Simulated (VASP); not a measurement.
# KBr in VASP: notebook

The runs below take KBr through single point, with PBEsol.

Everything below comes from runs of VASP 6.6.1. Logs are shortened: lines on timing, memory, paths and dates and some standing lists are left out, and cuts for length are marked.

### 1 The cell of the first run

The cell holds a slab with vacuum, 2 atoms: a = 4.043 Å, b = 4.043 Å, c = 5.043 Å, α = 90.00°, β = 90.00°, γ = 90.00°.

### 2 Single point, PBEsol

Contents of INCAR:

```
SYSTEM = KBr
ALGO = Normal
EDIFF = 1E-6
ENCUT = 520
GGA = PS
ISIF = 2
ISMEAR = -1
LASPH = .TRUE.
LCHARG = .FALSE.
LREAL = .FALSE.
LWAVE = .FALSE.
NBANDS = 15
NELM = 60
PREC = Accurate
SIGMA = 0.1
```

Contents of KPOINTS:

```
k-points
0
G
  4 4 4
  0 0 0
```

Contents of POSCAR:

```
KBr
1.0
    4.0435000000      0.0000000000      0.0000000000
    0.0000000000      4.0435000000      0.0000000000
    0.0000000000      0.0000000000      5.0435000000
K Br
1 1
Direct
    0.0000000000      0.0000000000      0.0000000000
    0.5000000000      0.5000000000      0.4008624963
```

Potentials or basis: VASP PAW PBE potentials, release 64 (K_sv, Br).

Started as:

```console
$ cat potpaw_PBE.64/K_sv/POTCAR potpaw_PBE.64/Br/POTCAR > POTCAR
$ mpirun -np 1 vasp_std > vasp.out
```

OUTCAR:

```text
SYSTEM = KBr
   EDIFF = 1E-6
   ENCUT = 520
   GGA = PS
   ISIF = 2
   ISMEAR = -1
   LASPH = .TRUE.
   LREAL = .FALSE.
   NELM = 60
   PREC = Accurate

 ion  position               nearest neighbor table
   1  0.000  0.000  0.000-
   2  0.500  0.500  0.401-

  LATTYP: Found a simple tetragonal cell.
 ALAT       =     4.0435000000
 C/A-ratio  =     1.2473104983

  Lattice vectors:

 A1 = (   4.0435000000,   0.0000000000,   0.0000000000)
 A2 = (   0.0000000000,   4.0435000000,   0.0000000000)
 A3 = (   0.0000000000,   0.0000000000,   5.0435000000)

Analysis of symmetry for initial positions (statically):
=====================================================================
 Subroutine PRICEL returns:
 Original cell was already a primitive cell.

 Routine SETGRP: Setting up the symmetry group for a
 simple tetragonal supercell.

 Subroutine GETGRP returns: Found  8 space group operations
 (whereof  8 operations were pure point group operations)
 out of a pool of 16 trial point group operations.

The static configuration has the point symmetry C_4v.

Analysis of symmetry for dynamics (positions and initial velocities):
=====================================================================
 Subroutine PRICEL returns:
 Original cell was already a primitive cell.

 Routine SETGRP: Setting up the symmetry group for a
 simple tetragonal supercell.

 Subroutine GETGRP returns: Found  8 space group operations
 (whereof  8 operations were pure point group operations)
 out of a pool of 16 trial point group operations.

The dynamic configuration has the point symmetry C_4v.

 Subroutine INISYM returns: Found  8 space group operations
 (whereof  8 operations are pure point group operations),
 and found     1 'primitive' translations

----------------------------------------------------------------------------------------

                                     Primitive cell

  volume of cell :      82.4607

  direct lattice vectors                    reciprocal lattice vectors
     4.043500000  0.000000000  0.000000000     0.247310498  0.000000000  0.000000000
     0.000000000  4.043500000  0.000000000     0.000000000  0.247310498  0.000000000
     0.000000000  0.000000000  5.043500000     0.000000000  0.000000000  0.198275007

  length of vectors
     4.043500000  4.043500000  5.043500000     0.247310498  0.247310498  0.198275007

  position of ions in fractional coordinates (direct lattice)
     0.000000000  0.000000000  0.000000000
     0.500000000  0.500000000  0.400862496

  ion indices of the primitive-cell ions
   primitive index   ion index
                 1           1
                 2           2

----------------------------------------------------------------------------------------

 KPOINTS: k-points

Automatic generation of k-mesh.
 Grid dimensions read from file:
 generate k-points for:    4    4    4

 Generating k-lattice:

  Cartesian coordinates                     Fractional coordinates (reciprocal lattice)
     0.061827625  0.000000000  0.000000000     0.250000000  0.000000000  0.000000000
     0.000000000  0.061827625  0.000000000     0.000000000  0.250000000  0.000000000
     0.000000000  0.000000000  0.049568752     0.000000000  0.000000000  0.250000000

  Length of vectors
     0.061827625  0.061827625  0.049568752

  Shift w.r.t. Gamma in fractional coordinates (k-lattice)
     0.000000000  0.000000000  0.000000000

 Subroutine IBZKPT returns following result:
 ===========================================

 Found     18 irreducible k-points:

 Following reciprocal coordinates:
            Coordinates               Weight
  0.000000  0.000000  0.000000      1.000000
  0.250000  0.000000  0.000000      4.000000
  0.500000  0.000000  0.000000      2.000000
  0.250000  0.250000  0.000000      4.000000
  0.500000  0.250000  0.000000      4.000000
  0.500000  0.500000  0.000000      1.000000
[... 10 lines left out ...]
  0.500000  0.250000  0.500000      4.000000
  0.500000  0.500000  0.500000      1.000000
   k-points           NKPTS =     18   k-points in BZ     NKDIM =     18   number of bands    NBANDS=     15
   number of dos      NEDOS =    301   number of ions     NIONS =      2
   total plane-waves  NPLWV =  36000
   dimension x,y,z NGX =    30 NGY =   30 NGZ =   40
   dimension x,y,z NGXF=    60 NGYF=   60 NGZF=   80
   ions per type =               1   1
   NGX,Y,Z   is equivalent  to a cutoff of  12.33, 12.33, 13.18 a.u.
   NGXF,Y,Z  is equivalent  to a cutoff of  24.67, 24.67, 26.37 a.u.
 SYSTEM =  KBr
   PREC   = accura    normal or accurate (medium, high low for compatibility)
   ISTART =      0    job   : 0-new  1-cont  2-samecut
   ICHARG =      2    charge: 1-file 2-atom 10-const
   ISPIN  =      1    spin polarized calculation?
   LNONCOLLINEAR =      F non collinear calculations
   LSORBIT =      F    spin-orbit coupling
   LASPH  =      T    aspherical Exc in radial PAW
   ENCUT  =  520.0 eV  38.22 Ry    6.18 a.u.   7.52  7.52  9.38*2*pi/ulx,y,z
   NELM   =     60;   NELMIN=  2; NELMDL= -5     # of ELM steps
   EDIFF  = 0.1E-05   stopping-criterion for ELM
   LREAL  =      F    real-space projection
   EDIFFG = 0.1E-04   stopping-criterion for IOM
   NSW    =      0    number of steps for IOM
   IBRION =     -1    ionic relax: 0-MD 1-quasi-New 2-CG
   NFREE  =      0    steps in history (QN), initial steepest desc. (CG)
   ISIF   =      2    stress and relaxation
   ISYM   =      2    0-nonsym 1-usesym 2-fastsym
   POTIM  = 0.5000    time-step for ionic-motion
   TEBEG  =    0.0;   TEEND  =   0.0 temperature during run
   PSTRESS=    0.0 pullay stress
   NELECT =      16.0000    total number of electrons
   NUPDOWN=      -1.0000    fix difference up-down
   EMIN   =  10.00;   EMAX   =-10.00  energy-range for DOS
   EFERMI =   0.00;   METHOD = LEGACY
   ISMEAR =    -1;   SIGMA  =   0.10  broadening in eV -4-tet -1-fermi 0-gaus
   EFERMI_NEDOS =   21; number of points for ismear=-14 and -15
   IALGO  =     38    algorithm
   IMIX   =      4    mixing-type and parameters
     AMIX     =   0.40;   BMIX     =  1.00
     AMIX_MAG =   1.60;   BMIX_MAG =  1.00
  volume/ion in A,a.u.               =      41.23       278.24
  Fermi-wavevector in a.u.,A,eV,Ry     =   0.947762  1.791010 12.221465  0.898252
  Thomas-Fermi vector in A             =   2.075886
   LORBIT       =      0    0 simple, 1 ext, 2 COOP (PROOUT), +10 PAW based schemes
   GGA     = PS    functional components
   LHFCALC =     F    Hartree Fock is set to
   AEXX    =    0.0000 exact exchange contribution
   IVDW    =     0    specifies the selected vdW correction
   LEPSILON=     F    determine dielectric tensor
   LRPA    =     F    only Hartree local field effects (RPA)
 non-spin polarized calculation
  energy-cutoff  :      520.00
  volume of cell :       82.46
 maximum number of plane-waves:      2258
   NGX = 15   NGY = 15   NGZ = 19

 number of electron      15.9999998 magnetization

 Free energy of the ion-electron system (eV)
  ---------------------------------------------------
  ext. energy  EPLUGINS =         0.00000000
  ---------------------------------------------------
  free energy    TOTEN  =        -5.96291906 eV

  energy without entropy =       -5.96291846  energy(sigma->0) =       -5.96291876

 E-fermi :   0.0982     XC(G=0):  -7.0359

 val. band max:       -1.3605392159   @ k =   0.5000   0.0000   0.5000
 cond. band min:       1.2919106329   @ k =   0.0000   0.0000   0.0000
 fundamental gap:      2.6524498488
 Fermi energy:         0.0981539071

 k-point     1 :       0.0000    0.0000    0.0000
  band No.  band energies     occupation
      1     -30.7121      2.00000
      2     -14.3209      2.00000
      3     -14.2044      2.00000
      4     -14.2044      2.00000
      5     -13.9667      2.00000
      6      -2.4149      2.00000
      7      -1.5201      2.00000
      8      -1.5201      2.00000
      9       1.2919      0.00001
     10       4.2874      0.00000
     11       4.4013      0.00000
     12       7.3175      0.00000
     13       7.3175      0.00000
     14       7.8995      0.00000
     15       8.2850      0.00000

 k-point     2 :       0.2500    0.0000    0.0000
  band No.  band energies     occupation
      1     -30.7074      2.00000
      2     -14.4134      2.00000
      3     -14.2014      2.00000
      4     -14.1969      2.00000
      5     -13.8764      2.00000
      6      -2.4338      2.00000
      7      -2.3227      2.00000
      8      -1.4647      2.00000
      9       2.2459      0.00000
     10       4.6557      0.00000
     11       5.0891      0.00000
     12       6.9182      0.00000
     13       7.3068      0.00000
     14       7.5166      0.00000
     15       7.5267      0.00000

 k-point     3 :       0.5000    0.0000    0.0000
  band No.  band energies     occupation
      1     -30.7026      2.00000
      2     -14.5066      2.00000
      3     -14.1895      2.00000
      4     -14.1730      2.00000
      5     -13.8073      2.00000
      6      -3.0907      2.00000
      7      -2.2295      2.00000
      8      -1.4080      2.00000
      9       3.6515      0.00000
     10       4.4539      0.00000
     11       5.3523      0.00000
     12       6.2530      0.00000
     13       6.9875      0.00000
     14       7.5967      0.00000
     15       7.7604      0.00000
[... 235 lines left out ...]
 k-point    17 :       0.5000    0.2500    0.5000
  band No.  band energies     occupation
      1     -30.6976      2.00000
      2     -14.3838      2.00000
      3     -14.2608      2.00000
      4     -14.1799      2.00000
      5     -13.8637      2.00000
      6      -2.7916      2.00000
      7      -2.5149      2.00000
      8      -2.1042      2.00000
      9       3.8667      0.00000
     10       5.2483      0.00000
     11       5.8837      0.00000
     12       5.9539      0.00000
     13       6.4981      0.00000
     14       7.1995      0.00000
     15       7.5480      0.00000

 k-point    18 :       0.5000    0.5000    0.5000
  band No.  band energies     occupation
      1     -30.6930      2.00000
      2     -14.3316      2.00000
      3     -14.3316      2.00000
      4     -14.1697      2.00000
      5     -13.8498      2.00000
      6      -2.6950      2.00000
      7      -2.6950      2.00000
      8      -2.4627      2.00000
      9       5.1229      0.00000
     10       5.1229      0.00000
     11       5.2923      0.00000
     12       5.6860      0.00000
     13       7.0916      0.00000
     14       7.0916      0.00000
     15       7.3006      0.00000

------------------------ aborting loop because EDIFF is reached ----------------------------------------

  FORCE on cell =-STRESS in cart. coord.  units (eV):
  Direction    XX          YY          ZZ          XY          YZ          ZX
  --------------------------------------------------------------------------------------
  -------------------------------------------------------------------------------------
  Total       -0.1886322     -0.1886322     -2.7825714      0.0000000      0.0000000      0.0000000
  in kB       -3.6650466     -3.6650466    -54.0642245      0.0000000      0.0000000      0.0000000
  external PRESSURE =     -20.4647726 kB  Pullay stress =       0.0000000 kB

 VOLUME and BASIS-vectors are now :
 -----------------------------------------------------------------------------
  energy-cutoff  :      520.00
  volume of cell :       82.46
      direct lattice vectors                 reciprocal lattice vectors
     4.043500000  0.000000000  0.000000000     0.247310498  0.000000000  0.000000000
     0.000000000  4.043500000  0.000000000     0.000000000  0.247310498  0.000000000
     0.000000000  0.000000000  5.043500000     0.000000000  0.000000000  0.198275007

 POSITION                                       TOTAL-FORCE (eV/Angst)
 -----------------------------------------------------------------------------------
      0.00000      0.00000      0.00000        -0.000000      0.000000      0.214913
      2.02175      2.02175      2.02175         0.000000      0.000000     -0.214913
 -----------------------------------------------------------------------------------
    total drift:                                0.000000     -0.000000     -0.000062

  FREE ENERGIE OF THE ION-ELECTRON SYSTEM (eV)
  ---------------------------------------------------
  free  energy   TOTEN  =        -5.9629190587 eV

  energy  without entropy=       -5.9629184610  energy(sigma->0) =       -5.96291876
```

Run time: 19 s. Hardware: 1 thread of Intel Xeon Platinum 8259CL at 2.50GHz (Skylake/Cascade Lake), shared host; peak memory 0.19 GiB.

What came out:

```yaml
Free_energy: -5.9629 eV
Largest_force: 0.215 eV/Å
Band_gap_on_the_k_mesh: 2.65 eV, indirect (least direct gap 2.81 eV)
```

Forces on the atoms (eV/Å):
```
K    0.000  0.000  0.215
Br   0.000  0.000 -0.215
```

Caveat: the PAW data sets were made with another functional, which shifts forces and pressure a little.

(Continued in part 2 of 2.)
